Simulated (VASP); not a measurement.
# RbCl (rocksalt type) (Fm-3m) in VASP: relaxation of cell and atoms with PBE

Aim: the relaxation of cell and atoms of RbCl (rocksalt type) with PBE.

All numbers are computed with VASP 6.6.1; they aren't measurements. Logs are shortened: lines on timing, memory, paths and dates and some standing lists are left out, and cuts for length are marked.

### 1 The cell of the first run

The structure is cubic, space group Fm-3m (No. 225). Conventional cell: a = 5.821 Å, b = 5.821 Å, c = 5.821 Å, α = 90.00°, β = 90.00°, γ = 90.00°. Within 3.8 Å of Rb (site symmetry m-3m) lie 6 Cl at 2.91 Å. Within 3.8 Å of Cl (site symmetry m-3m) lie 6 Rb at 2.91 Å.

### 2 Relaxation of cell and atoms, PBE

File INCAR:

```
  PREC = Accurate
  ENCUT = 500
  EDIFF = 1E-7
  ISMEAR = -1
  SIGMA = 0.1
  LREAL = F
  LASPH = T
  NELM = 120
  ALGO = Normal
  ISIF = 3
  LWAVE = F
  LCHARG = F
  GGA = PE
  IBRION = 2
  NSW = 60
  EDIFFG = -0.005
  GGA_COMPAT = F
  NELMIN = 4
```

File KPOINTS:

```
Automatic mesh
0
Gamma
  13 13 13
```

File POSCAR:

```
RbCl
1.0
    0.0000000000      2.9102979194      2.9102979194
    2.9102979194      0.0000000000      2.9102979194
    2.9102979194      2.9102979194      0.0000000000
Rb Cl
1 1
Direct
    0.0000000000      0.0000000000      0.0000000000
    0.5000000000      0.5000000000      0.5000000000
```

Potentials or basis: VASP PAW PBE potentials, release 64 (Rb_sv, Cl).

The run is started by

```
$ cat potpaw_PBE.64/Rb_sv/POTCAR potpaw_PBE.64/Cl/POTCAR > POTCAR
$ mpirun -np 1 vasp_std > vasp.out
```

OUTCAR:

```text
PREC = Accurate
   ENCUT = 500
   EDIFF = 1E-7
   ISMEAR = -1
   LREAL = F
   LASPH = T
   NELM = 120
   ISIF = 3
   GGA = PE
   IBRION = 2
   NSW = 60
   EDIFFG = -0.005
   NELMIN = 4

 ion  position               nearest neighbor table
   1  0.000  0.000  0.000-   2 2.91   2 2.91   2 2.91   2 2.91   2 2.91   2 2.91
   2  0.500  0.500  0.500-   1 2.91   1 2.91   1 2.91   1 2.91   1 2.91   1 2.91

  LATTYP: Found a face centered cubic cell.
 ALAT       =     5.8205958388

  Lattice vectors:

 A1 = (   0.0000000000,   2.9102979194,   2.9102979194)
 A2 = (   2.9102979194,   0.0000000000,   2.9102979194)
 A3 = (   2.9102979194,   2.9102979194,   0.0000000000)

Analysis of symmetry for initial positions (statically):
=====================================================================
 Subroutine PRICEL returns:
 Original cell was already a primitive cell.

 Routine SETGRP: Setting up the symmetry group for a
 face centered cubic supercell.

 Subroutine GETGRP returns: Found 48 space group operations
 (whereof 48 operations were pure point group operations)
 out of a pool of 48 trial point group operations.

The static configuration has the point symmetry O_h .

Analysis of symmetry for dynamics (positions and initial velocities):
=====================================================================
 Subroutine PRICEL returns:
 Original cell was already a primitive cell.

 Routine SETGRP: Setting up the symmetry group for a
 face centered cubic supercell.

 Subroutine GETGRP returns: Found 48 space group operations
 (whereof 48 operations were pure point group operations)
 out of a pool of 48 trial point group operations.

The dynamic configuration has the point symmetry O_h .

 Subroutine INISYM returns: Found 48 space group operations
 (whereof 48 operations are pure point group operations),
 and found     1 'primitive' translations

----------------------------------------------------------------------------------------

                                     Primitive cell

  volume of cell :      49.2995

  direct lattice vectors                    reciprocal lattice vectors
     0.000000000  2.910297919  2.910297919    -0.171803717  0.171803717  0.171803717
     2.910297919  0.000000000  2.910297919     0.171803717 -0.171803717  0.171803717
     2.910297919  2.910297919  0.000000000     0.171803717  0.171803717 -0.171803717

  length of vectors
     4.115782788  4.115782788  4.115782788     0.297572767  0.297572767  0.297572767

  position of ions in fractional coordinates (direct lattice)
     0.000000000  0.000000000  0.000000000
     0.500000000  0.500000000  0.500000000

  ion indices of the primitive-cell ions
   primitive index   ion index
                 1           1
                 2           2

----------------------------------------------------------------------------------------

 KPOINTS: Automatic mesh

Automatic generation of k-mesh.
 Grid dimensions read from file:
 generate k-points for:   13   13   13

 Generating k-lattice:

  Cartesian coordinates                     Fractional coordinates (reciprocal lattice)
    -0.013215671  0.013215671  0.013215671     0.076923077  0.000000000  0.000000000
     0.013215671 -0.013215671  0.013215671     0.000000000  0.076923077  0.000000000
     0.013215671  0.013215671 -0.013215671     0.000000000  0.000000000  0.076923077

  Length of vectors
     0.022890213  0.022890213  0.022890213

  Shift w.r.t. Gamma in fractional coordinates (k-lattice)
     0.000000000  0.000000000  0.000000000

 Subroutine IBZKPT returns following result:
 ===========================================

 Found     84 irreducible k-points:

 Following reciprocal coordinates:
            Coordinates               Weight
  0.000000  0.000000  0.000000      1.000000
  0.076923  0.000000  0.000000      8.000000
  0.153846  0.000000  0.000000      8.000000
  0.230769  0.000000  0.000000      8.000000
  0.307692  0.000000  0.000000      8.000000
  0.384615  0.000000  0.000000      8.000000
[... 16 lines left out ...]
  0.384615  0.153846  0.000000     24.000000
  0.461538  0.153846  0.000000     24.000000
 [... further k-points ...]
   k-points           NKPTS =     84   k-points in BZ     NKDIM =     84   number of bands    NBANDS=     12
   number of dos      NEDOS =    301   number of ions     NIONS =      2
   total plane-waves  NPLWV =  27000
   dimension x,y,z NGX =    30 NGY =   30 NGZ =   30
   dimension x,y,z NGXF=    60 NGYF=   60 NGZF=   60
   ions per type =               1   1
   NGX,Y,Z   is equivalent  to a cutoff of  12.12, 12.12, 12.12 a.u.
   NGXF,Y,Z  is equivalent  to a cutoff of  24.24, 24.24, 24.24 a.u.
 SYSTEM =  unknown system
   PREC   = accura    normal or accurate (medium, high low for compatibility)
   ISTART =      0    job   : 0-new  1-cont  2-samecut
   ICHARG =      2    charge: 1-file 2-atom 10-const
   ISPIN  =      1    spin polarized calculation?
   LNONCOLLINEAR =      F non collinear calculations
   LSORBIT =      F    spin-orbit coupling
   LASPH  =      T    aspherical Exc in radial PAW
   ENCUT  =  500.0 eV  36.75 Ry    6.06 a.u.   7.50  7.50  7.50*2*pi/ulx,y,z
   NELM   =    120;   NELMIN=  4; NELMDL= -5     # of ELM steps
   EDIFF  = 0.1E-06   stopping-criterion for ELM
   LREAL  =      F    real-space projection
   EDIFFG = -.5E-02   stopping-criterion for IOM
   NSW    =     60    number of steps for IOM
   IBRION =      2    ionic relax: 0-MD 1-quasi-New 2-CG
   NFREE  =      1    steps in history (QN), initial steepest desc. (CG)
   ISIF   =      3    stress and relaxation
   ISYM   =      2    0-nonsym 1-usesym 2-fastsym
   POTIM  = 0.5000    time-step for ionic-motion
   TEBEG  =    0.0;   TEEND  =   0.0 temperature during run
   PSTRESS=    0.0 pullay stress
   NELECT =      16.0000    total number of electrons
   NUPDOWN=      -1.0000    fix difference up-down
   EMIN   =  10.00;   EMAX   =-10.00  energy-range for DOS
   EFERMI =   0.00;   METHOD = LEGACY
   ISMEAR =    -1;   SIGMA  =   0.10  broadening in eV -4-tet -1-fermi 0-gaus
   EFERMI_NEDOS =   21; number of points for ismear=-14 and -15
   IALGO  =     38    algorithm
   IMIX   =      4    mixing-type and parameters
     AMIX     =   0.40;   BMIX     =  1.00
     AMIX_MAG =   1.60;   BMIX_MAG =  1.00
  volume/ion in A,a.u.               =      24.65       166.34
  Fermi-wavevector in a.u.,A,eV,Ry     =   1.125038  2.126014 17.221052  1.265712
  Thomas-Fermi vector in A             =   2.261713
   LORBIT       =      0    0 simple, 1 ext, 2 COOP (PROOUT), +10 PAW based schemes
   GGA     = PE    functional components
   LHFCALC =     F    Hartree Fock is set to
   AEXX    =    0.0000 exact exchange contribution
   IVDW    =     0    specifies the selected vdW correction
   LEPSILON=     F    determine dielectric tensor
   LRPA    =     F    only Hartree local field effects (RPA)
 conjugate gradient relaxation of ions
 non-spin polarized calculation
  energy-cutoff  :      500.00
  volume of cell :       49.30
 maximum number of plane-waves:      1279
 NGX is ok and might be reduce to    30
   NGX = 15   NGY = 15   NGZ = 15

--------------------------------------- Ionic step        1  -------------------------------------------

 number of electron      16.0000001 magnetization

 Free energy of the ion-electron system (eV)
  ---------------------------------------------------
  ext. energy  EPLUGINS =         0.00000000
  ---------------------------------------------------
  free energy    TOTEN  =        -5.75128413 eV

  energy without entropy =       -5.75128413  energy(sigma->0) =       -5.75128413

------------------------ aborting loop because EDIFF is reached ----------------------------------------

  FORCE on cell =-STRESS in cart. coord.  units (eV):
  Direction    XX          YY          ZZ          XY          YZ          ZX
  --------------------------------------------------------------------------------------
  -------------------------------------------------------------------------------------
  Total        5.3204837      5.3204837      5.3204837      0.0000000     -0.0000000      0.0000000
  in kB      172.9096996    172.9096996    172.9096996      0.0000000     -0.0000000      0.0000000
  external PRESSURE =     172.9096996 kB  Pullay stress =       0.0000000 kB
[... 129 lines left out ...]
  energy  without entropy=       -6.6647402261  energy(sigma->0) =       -6.66474023

--------------------------------------- Ionic step        5  -------------------------------------------

 number of electron      16.0000004 magnetization

 Free energy of the ion-electron system (eV)
  ---------------------------------------------------
  ext. energy  EPLUGINS =         0.00000000
  ---------------------------------------------------
  free energy    TOTEN  =        -6.66757949 eV

  energy without entropy =       -6.66757949  energy(sigma->0) =       -6.66757949

 E-fermi :   0.2390     XC(G=0):  -7.1310

 val. band max:       -2.0759508712   @ k =   0.0000   0.0000   0.0000
 cond. band min:       2.7478673210   @ k =   0.0000   0.0000   0.0000
 fundamental gap:      4.8238181922
 Fermi energy:         0.2389683328

 k-point     1 :       0.0000    0.0000    0.0000
  band No.  band energies     occupation
      1     -26.1348      2.00000
      2     -14.0291      2.00000
      3     -10.1838      2.00000
      4     -10.1838      2.00000
      5     -10.1838      2.00000
      6      -2.0760      2.00000
      7      -2.0760      2.00000
      8      -2.0760      2.00000
      9       2.7479      0.00000
     10       5.8744      0.00000
     11       5.8744      0.00000
     12       5.8744      0.00000
[... 331 lines left out ...]
 k-point    24 :       0.4615    0.1538    0.0000
  band No.  band energies     occupation
      1     -26.1227      2.00000
      2     -14.0548      2.00000
      3     -10.2268      2.00000
      4     -10.2130      2.00000
      5     -10.1979      2.00000
      6      -2.7136      2.00000
      7      -2.3523      2.00000
      8      -2.3060      2.00000
      9       5.2636      0.00000
     10       5.4387      0.00000
     11       7.5641      0.00000
     12       7.9879      0.00000

 [... further k-points ...]
[... 5 lines left out ...]
  --------------------------------------------------------------------------------------
  -------------------------------------------------------------------------------------
  Total       -0.0094177     -0.0094177     -0.0094177     -0.0000000      0.0000000      0.0000000
  in kB       -0.2002772     -0.2002772     -0.2002772     -0.0000000      0.0000000      0.0000000
  external PRESSURE =      -0.2002772 kB  Pullay stress =       0.0000000 kB
[... 17 lines left out ...]
  FREE ENERGIE OF THE ION-ELECTRON SYSTEM (eV)
  ---------------------------------------------------
  free  energy   TOTEN  =        -6.6675794890 eV

  energy  without entropy=       -6.6675794888  energy(sigma->0) =       -6.66757949

 reached required accuracy - stopping structural energy minimisation
```

It took 75 s on 1 thread of AMD EPYC 9R45 (Zen 5), shared host; peak memory 0.17 GiB.

What came out:

| Property | Result |
| --- | --- |
| Free energy | -6.6676 eV |
| Relaxed volume | 37.67 Å³/atom |
| Relaxed cell | a = 4.741 Å, b = 4.741 Å, c = 4.741 Å, α = 60.00°, β = 60.00°, γ = 60.00° |
| Space group after relaxing (to 0.1 Å) | Fm-3m (No. 225) |
| Energy gained by relaxing | 458.1 meV/atom |
| Ionic steps | 5 |
| Pressure after relaxing | 0.0 GPa |
| Band gap on the k mesh | 4.82 eV |

The path:
```csv
step,energy change (eV),largest force (eV/Å),pressure (GPa),volume (Å³)
1,0.0000,0.0000,17.29,49.30
2,-0.9035,0.0000,0.99,70.82
3,-0.9132,0.0000,0.46,73.00
4,-0.9135,0.0000,-0.39,77.50
5,-0.9163,0.0000,-0.02,75.34
```

Final structure:
```xyz
2
Lattice="0.0000 3.3522 3.3522 3.3522 0.0000 3.3522 3.3522 3.3522 0.0000" Properties=species:S:1:pos:R:3 pbc="T T T"
Rb    0.0000    0.0000    0.0000
Cl    3.3522    3.3522    3.3522
```

Levels at points of the mesh, in eV from the valence-band top:
```csv
k point,band 6,band 7,band 8,band 9,band 10,band 11
"(0.00, 0.00, 0.00)",0.00,0.00,0.00,4.82,7.95,7.95
```

Caveat: the volume moved by over 15 % at a fixed basis, so the end points are rough; an odd mesh through Γ misses points on the zone boundary, where band edges can lie.
